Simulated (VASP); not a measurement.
# MgB2 (P6/mmm) in VASP: further runs

The runs below take MgB2 through single point, with LDA.

All numbers are computed with VASP 6.6.1; they aren't measurements. Logs are shortened: lines on timing, memory, paths and dates and some standing lists are left out, and cuts for length are marked.

### 1 The cell of the first run

The structure is hexagonal, space group P6/mmm (No. 191). The conventional cell has a = 3.022 Å, b = 3.022 Å, c = 3.451 Å, α = 90.00°, β = 90.00°, γ = 120.00°. Within 3.2 Å of Mg (site symmetry 6/mmm) lie 12 B at 2.45 Å and 6 Mg at 3.02 Å. Within 2.3 Å of B (site symmetry -6m2) lie 3 B at 1.74 Å.

### 2 Single point, LDA (volume scaled by 0.94)

Input file INCAR:

```
SYSTEM = MgB2
ALGO = Normal
EDIFF = 1E-6
ENCUT = 520
GGA = CA
ISIF = 2
ISMEAR = -1
LASPH = .TRUE.
LCHARG = .FALSE.
LREAL = .FALSE.
LWAVE = .FALSE.
NBANDS = 11
NELM = 80
PREC = Accurate
SIGMA = 0.05
```

Input file KPOINTS:

```
k-points
0
G
  10 10 8
  0 0 0
```

Input file POSCAR:

```
MgB2
1.0
    3.0220231454      0.0000000000      0.0000000000
   -1.5110115727      2.6171488148      0.0000000000
    0.0000000000      0.0000000000      3.4510818610
Mg B
1 2
Direct
    0.0000000000      0.0000000000      0.0000000000
    0.6666666667      0.3333333333      0.5000000000
    0.3333333333      0.6666666667      0.5000000000
```

Potentials or basis: VASP PAW LDA potentials, release 64 (Mg, B).

Run with:

```
$ cat potpaw_LDA.64/Mg/POTCAR potpaw_LDA.64/B/POTCAR > POTCAR
$ mpirun -np 1 vasp_std > vasp.out
```

OUTCAR:

```text
SYSTEM = MgB2
   EDIFF = 1E-6
   ENCUT = 520
   GGA = CA
   ISIF = 2
   ISMEAR = -1
   LASPH = .TRUE.
   LREAL = .FALSE.
   NELM = 80
   PREC = Accurate

 ion  position               nearest neighbor table
   1  0.000  0.000  0.000-   2 2.45   3 2.45   2 2.45   3 2.45   2 2.45   2 2.45   3 2.45   3 2.45
                             2 2.45   2 2.45   3 2.45   3 2.45
   2  0.667  0.333  0.500-   3 1.74   3 1.74   3 1.74   1 2.45   1 2.45   1 2.45   1 2.45   1 2.45
                             1 2.45
   3  0.333  0.667  0.500-   2 1.74   2 1.74   2 1.74   1 2.45   1 2.45   1 2.45   1 2.45   1 2.45
                             1 2.45

  LATTYP: Found a hexagonal cell.
 ALAT       =     3.0220231454
 C/A-ratio  =     1.1419773096

  Lattice vectors:

 A1 = (   3.0220231454,   0.0000000000,   0.0000000000)
 A2 = (  -1.5110115727,   2.6171488148,   0.0000000000)
 A3 = (   0.0000000000,   0.0000000000,   3.4510818610)

Analysis of symmetry for initial positions (statically):
=====================================================================
 Subroutine PRICEL returns:
 Original cell was already a primitive cell.

 Routine SETGRP: Setting up the symmetry group for a
 hexagonal supercell.

 Subroutine GETGRP returns: Found 24 space group operations
 (whereof 24 operations were pure point group operations)
 out of a pool of 24 trial point group operations.

The static configuration has the point symmetry D_6h.

Analysis of symmetry for dynamics (positions and initial velocities):
=====================================================================
 Subroutine PRICEL returns:
 Original cell was already a primitive cell.

 Routine SETGRP: Setting up the symmetry group for a
 hexagonal supercell.

 Subroutine GETGRP returns: Found 24 space group operations
 (whereof 24 operations were pure point group operations)
 out of a pool of 24 trial point group operations.

The dynamic configuration has the point symmetry D_6h.

 Subroutine INISYM returns: Found 24 space group operations
 (whereof 24 operations are pure point group operations),
 and found     1 'primitive' translations

----------------------------------------------------------------------------------------

                                     Primitive cell

  volume of cell :      27.2949

  direct lattice vectors                    reciprocal lattice vectors
     3.022023145  0.000000000  0.000000000     0.330904150  0.191047600  0.000000000
    -1.511011573  2.617148815  0.000000000     0.000000000  0.382095200  0.000000000
     0.000000000  0.000000000  3.451081861     0.000000000  0.000000000  0.289764207

  length of vectors
     3.022023145  3.022023145  3.451081861     0.382095200  0.382095200  0.289764207

  position of ions in fractional coordinates (direct lattice)
     0.000000000  0.000000000  0.000000000
     0.666666667  0.333333333  0.500000000
     0.333333333  0.666666667  0.500000000

  ion indices of the primitive-cell ions
   primitive index   ion index
                 1           1
                 2           2
                 3           3

----------------------------------------------------------------------------------------

 KPOINTS: k-points

Automatic generation of k-mesh.
 Grid dimensions read from file:
 generate k-points for:   10   10    8

 Generating k-lattice:

  Cartesian coordinates                     Fractional coordinates (reciprocal lattice)
     0.033090415  0.019104760  0.000000000     0.100000000  0.000000000  0.000000000
     0.000000000  0.038209520  0.000000000     0.000000000  0.100000000  0.000000000
     0.000000000  0.000000000  0.036220526     0.000000000  0.000000000  0.125000000

  Length of vectors
     0.038209520  0.038209520  0.036220526

  Shift w.r.t. Gamma in fractional coordinates (k-lattice)
     0.000000000  0.000000000  0.000000000

 Subroutine IBZKPT returns following result:
 ===========================================

 Found     70 irreducible k-points:

 Following reciprocal coordinates:
            Coordinates               Weight
  0.000000  0.000000  0.000000      1.000000
  0.100000 -0.000000  0.000000      6.000000
  0.200000 -0.000000  0.000000      6.000000
  0.300000 -0.000000  0.000000      6.000000
  0.400000 -0.000000  0.000000      6.000000
  0.500000  0.000000  0.000000      3.000000
[... 16 lines left out ...]
  0.300000  0.100000  0.125000     24.000000
  0.400000  0.100000  0.125000     24.000000
 [... further k-points ...]
   k-points           NKPTS =     70   k-points in BZ     NKDIM =     70   number of bands    NBANDS=     11
   number of dos      NEDOS =    301   number of ions     NIONS =      3
   total plane-waves  NPLWV =  16128
   dimension x,y,z NGX =    24 NGY =   24 NGZ =   28
   dimension x,y,z NGXF=    48 NGYF=   48 NGZF=   56
   ions per type =               1   2
   NGX,Y,Z   is equivalent  to a cutoff of  13.20, 13.20, 13.49 a.u.
   NGXF,Y,Z  is equivalent  to a cutoff of  26.41, 26.41, 26.98 a.u.
 SYSTEM =  MgB2
   PREC   = accura    normal or accurate (medium, high low for compatibility)
   ISTART =      0    job   : 0-new  1-cont  2-samecut
   ICHARG =      2    charge: 1-file 2-atom 10-const
   ISPIN  =      1    spin polarized calculation?
   LNONCOLLINEAR =      F non collinear calculations
   LSORBIT =      F    spin-orbit coupling
   LASPH  =      T    aspherical Exc in radial PAW
   ENCUT  =  520.0 eV  38.22 Ry    6.18 a.u.   5.62  5.62  6.42*2*pi/ulx,y,z
   NELM   =     80;   NELMIN=  2; NELMDL= -5     # of ELM steps
   EDIFF  = 0.1E-05   stopping-criterion for ELM
   LREAL  =      F    real-space projection
   EDIFFG = 0.1E-04   stopping-criterion for IOM
   NSW    =      0    number of steps for IOM
   IBRION =     -1    ionic relax: 0-MD 1-quasi-New 2-CG
   NFREE  =      0    steps in history (QN), initial steepest desc. (CG)
   ISIF   =      2    stress and relaxation
   ISYM   =      2    0-nonsym 1-usesym 2-fastsym
   POTIM  = 0.5000    time-step for ionic-motion
   TEBEG  =    0.0;   TEEND  =   0.0 temperature during run
   PSTRESS=    0.0 pullay stress
   NELECT =       8.0000    total number of electrons
   NUPDOWN=      -1.0000    fix difference up-down
   EMIN   =  10.00;   EMAX   =-10.00  energy-range for DOS
   EFERMI =   0.00;   METHOD = LEGACY
   ISMEAR =    -1;   SIGMA  =   0.05  broadening in eV -4-tet -1-fermi 0-gaus
   EFERMI_NEDOS =   21; number of points for ismear=-14 and -15
   IALGO  =     38    algorithm
   IMIX   =      4    mixing-type and parameters
     AMIX     =   0.40;   BMIX     =  1.00
     AMIX_MAG =   1.60;   BMIX_MAG =  1.00
  volume/ion in A,a.u.               =       9.10        61.40
  Fermi-wavevector in a.u.,A,eV,Ry     =   1.087454  2.054991 16.089662  1.182557
  Thomas-Fermi vector in A             =   2.223614
   LORBIT       =      0    0 simple, 1 ext, 2 COOP (PROOUT), +10 PAW based schemes
   GGA     = CA    functional components
   LHFCALC =     F    Hartree Fock is set to
   AEXX    =    0.0000 exact exchange contribution
   IVDW    =     0    specifies the selected vdW correction
   LEPSILON=     F    determine dielectric tensor
   LRPA    =     F    only Hartree local field effects (RPA)
 non-spin polarized calculation
  energy-cutoff  :      520.00
  volume of cell :       27.29
 maximum number of plane-waves:       753
 NGX is ok and might be reduce to    24
   NGX = 11   NGY = 11   NGZ = 13

 number of electron       8.0000000 magnetization

 Free energy of the ion-electron system (eV)
  ---------------------------------------------------
  ext. energy  EPLUGINS =         0.00000000
  ---------------------------------------------------
  free energy    TOTEN  =       -17.28577607 eV

  energy without entropy =      -17.27902840  energy(sigma->0) =      -17.28240224

 E-fermi :   5.7184     XC(G=0): -11.3408

 val. band max:        5.7171188430   @ k =   0.1000  -0.0000   0.1250
 cond. band min:       5.7979614508   @ k =   0.4000   0.1000   0.0000
 fundamental gap:      0.0808426078
 Fermi energy:         5.7183558321

 k-point     1 :       0.0000    0.0000    0.0000
  band No.  band energies     occupation
      1      -6.9865      2.00000
      2       2.6170      2.00000
      3       6.0768      0.00154
      4       6.0768      0.00154
      5       7.4650      0.00000
      6      12.2181      0.00000
      7      12.2181      0.00000
      8      14.5696      0.00000
      9      16.0365      0.00000
     10      18.8902      0.00000
     11      22.2266      0.00000

 k-point     2 :       0.1000   -0.0000    0.0000
  band No.  band energies     occupation
      1      -6.8071      2.00000
      2       2.7917      2.00000
      3       5.2212      1.99990
      4       5.6650      1.48773
      5       7.6170      0.00000
      6      12.1353      0.00000
      7      12.9947      0.00000
      8      14.8599      0.00000
      9      15.3992      0.00000
     10      19.7347      0.00000
     11      21.5716      0.00000

 k-point     3 :       0.2000   -0.0000    0.0000
  band No.  band energies     occupation
      1      -6.2720      2.00000
      2       3.3098      2.00000
      3       3.3367      2.00000
      4       4.8460      2.00000
      5       8.0868      0.00000
      6      11.6918      0.00000
      7      13.7710      0.00000
      8      14.8837      0.00000
      9      15.3630      0.00000
     10      20.7175      0.00000
     11      20.7335      0.00000
[... 267 lines left out ...]
 k-point    23 :       0.3000    0.1000    0.1250
  band No.  band energies     occupation
      1      -4.5703      2.00000
      2       0.3722      2.00000
      3       3.1181      2.00000
      4       3.8940      2.00000
      5       9.4897      0.00000
      6      10.7380      0.00000
      7      12.1633      0.00000
      8      15.1508      0.00000
      9      16.5989      0.00000
     10      18.2028      0.00000
     11      20.3939      0.00000

 k-point    24 :       0.4000    0.1000    0.1250
  band No.  band energies     occupation
      1      -3.2373      2.00000
      2      -1.4889      2.00000
      3       2.7802      2.00000
      4       4.9675      2.00000
      5       7.9468      0.00000
      6      11.1461      0.00000
      7      12.3409      0.00000
      8      14.3261      0.00000
      9      16.2080      0.00000
     10      19.5987      0.00000
     11      20.6471      0.00000

 [... further k-points ...]
[... 5 lines left out ...]
  --------------------------------------------------------------------------------------
  -------------------------------------------------------------------------------------
  Total        0.4205264      0.4205264     -0.1271583      0.0000000      0.0000000      0.0000000
  in kB       24.6843866     24.6843866     -7.4640389      0.0000000      0.0000000      0.0000000
  external PRESSURE =      13.9682448 kB  Pullay stress =       0.0000000 kB

 VOLUME and BASIS-vectors are now :
 -----------------------------------------------------------------------------
  energy-cutoff  :      520.00
  volume of cell :       27.29
      direct lattice vectors                 reciprocal lattice vectors
     3.022023145  0.000000000  0.000000000     0.330904150  0.191047600  0.000000000
    -1.511011573  2.617148815  0.000000000     0.000000000  0.382095200  0.000000000
     0.000000000  0.000000000  3.451081861     0.000000000  0.000000000  0.289764207

 POSITION                                       TOTAL-FORCE (eV/Angst)
 -----------------------------------------------------------------------------------
      0.00000      0.00000      0.00000         0.000000      0.000000      0.000000
      1.51101      0.87238      1.72554        -0.000000      0.000000      0.000000
     -0.00000      1.74477      1.72554         0.000000     -0.000000     -0.000000
 -----------------------------------------------------------------------------------
    total drift:                                0.000000     -0.000000      0.000000

  FREE ENERGIE OF THE ION-ELECTRON SYSTEM (eV)
  ---------------------------------------------------
  free  energy   TOTEN  =       -17.2857760705 eV

  energy  without entropy=      -17.2790284001  energy(sigma->0) =      -17.28240224
```

Run time: 13 s. Hardware: 1 thread of AMD EPYC 7R13, shared host; peak memory 0.14 GiB.

What came out:

- Free energy: -17.2858 eV
- Pressure: 1.4 GPa
- Band gap on the k mesh: zero (band 4 reaches 6.81 eV, above the bottom of band 5 at 4.26 eV)

Stress tensor (GPa, compression positive):
```
 2.47  0.00  0.00
 0.00  2.47  0.00
 0.00  0.00 -0.75
```

Levels at points of the mesh, in eV from the Fermi level:
```tsv
k point	band 1	band 2	band 3	band 4	band 5	band 6	band 7	band 8	band 9
(0.00, 0.00, 0.00)	-12.70	-3.10	0.36	0.36	1.75	6.50	6.50	8.85	10.32
(0.50, 0.00, 0.00)	-8.63	-8.07	-2.28	0.14	3.15	4.01	5.56	7.54	12.98
(0.00, 0.00, 0.50)	-11.31	-7.78	0.76	0.76	6.81	6.81	8.22	10.30	10.90
(0.50, 0.00, 0.50)	-7.57	-7.10	-3.77	-1.99	-1.41	6.16	9.10	9.17	13.50
```

### 3 Single point, LDA (volume scaled by 0.96)

Input file INCAR:

```
SYSTEM = MgB2
PREC = Accurate
ENCUT = 520
EDIFF = 1E-7
ISMEAR = -1
SIGMA = 0.05
LREAL = .FALSE.
LASPH = .TRUE.
NELM = 80
ALGO = Normal
ISIF = 2
LWAVE = .FALSE.
LCHARG = .FALSE.
GGA = CA
NBANDS = 11
```

Input file KPOINTS:

```
Automatic mesh
0
G
  10 10 8
  0 0 0
```

Input file POSCAR:

```
MgB2
1.0
    3.0433056997      0.0000000000      0.0000000000
   -1.5216528499      2.6355800475      0.0000000000
    0.0000000000      0.0000000000      3.4753860551
Mg B
1 2
Direct
    0.0000000000      0.0000000000      0.0000000000
    0.6666666667      0.3333333333      0.5000000000
    0.3333333333      0.6666666667      0.5000000000
```

Potentials or basis: VASP PAW LDA potentials, release 64 (Mg, B).

Run with:

```
$ cat potpaw_LDA.64/Mg/POTCAR potpaw_LDA.64/B/POTCAR > POTCAR
$ mpirun -np 1 vasp_std > vasp.out
```

It took 14 s on 1 thread of AMD EPYC 7R13, shared host; peak memory 0.14 GiB.

The run converged. Its results:

```yaml
Free_energy: -17.2847 eV
Pressure: -2.1 GPa
Band_gap_on_the_k_mesh: zero (band 4 reaches 6.65 eV, above the bottom of band 5 at 4.13 eV)
```

Stress tensor (GPa, compression positive):
```
-1.45  0.00  0.00
 0.00 -1.45  0.00
 0.00  0.00 -3.31
```

Levels at points of the mesh, in eV from the Fermi level:
```tsv
k point	band 1	band 2	band 3	band 4	band 5	band 6	band 7	band 8	band 9
(0.00, 0.00, 0.00)	-12.58	-3.06	0.35	0.35	1.70	6.41	6.41	8.62	10.13
(0.50, 0.00, 0.00)	-8.56	-7.98	-2.25	0.15	3.10	3.96	5.45	7.33	12.75
(0.00, 0.00, 0.50)	-11.21	-7.67	0.74	0.74	6.73	6.73	8.09	10.12	10.57
(0.50, 0.00, 0.50)	-7.52	-7.02	-3.71	-1.96	-1.40	6.01	8.90	9.03	13.27
```
